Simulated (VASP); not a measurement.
W:

```
CELL_PARAMETERS angstrom
0.00000 2.77607 2.77607
2.77607 0.00000 2.77607
2.77607 2.77607 0.00000
ATOMIC_POSITIONS crystal
W 0.12500 0.12500 0.12500
W 0.87500 0.87500 0.87500
```

This isn't the form of W at room conditions, which is bcc.

```yaml
Program: VASP 6.6.1
Task: relaxation of cell and atoms
Functional: LDA
Potentials_or_basis: VASP PAW LDA potentials, release 64 (W_sv)
Cutoff: 600 eV
k_mesh: 10 × 10 × 10
Occupations: fermi-dirac, width 0.1 eV
Spin: no spin polarisation
```

At the start: pressure 15.5 GPa; volume 21.39 Å³/atom.

Task: How do energy, volume and symmetry change on relaxing?

Result: Over 16 steps the energy falls by 94.4 meV/atom and the volume is 23.49 Å³/atom (+9.8 %); space group Fd-3m (No. 227, to 0.1 Å) before and after.

Step by step:
```csv
step,energy change (eV),largest force (eV/Å),pressure (GPa),volume (Å³)
1,0.0000,0.0000,15.51,42.79
2,0.4681,0.0000,-18.10,56.94
3,-0.1880,0.0000,-0.81,47.28
4,-0.1887,0.0000,-0.08,47.03
5,-0.1887,0.0000,0.17,46.94
6,-0.1887,0.0000,0.17,46.94
7,-0.1887,0.0000,0.16,46.95
8,-0.1887,0.0000,0.15,46.95
9,-0.1887,0.0000,0.15,46.95
10,-0.1887,0.0000,0.15,46.95
11,-0.1887,0.0000,0.16,46.95
12,-0.1887,0.0000,0.15,46.95
13,-0.1887,0.0000,0.15,46.95
14,-0.1887,0.0000,0.14,46.95
15,-0.1887,0.0000,0.12,46.96
16,-0.1887,0.0000,0.05,46.98
```

Final structure:
```
W
1.0
     0.00000    2.86386    2.86386
     2.86386    0.00000    2.86386
     2.86386    2.86386    0.00000
W
2
Direct
  0.12500 0.12500 0.12500
  0.87500 0.87500 0.87500
```
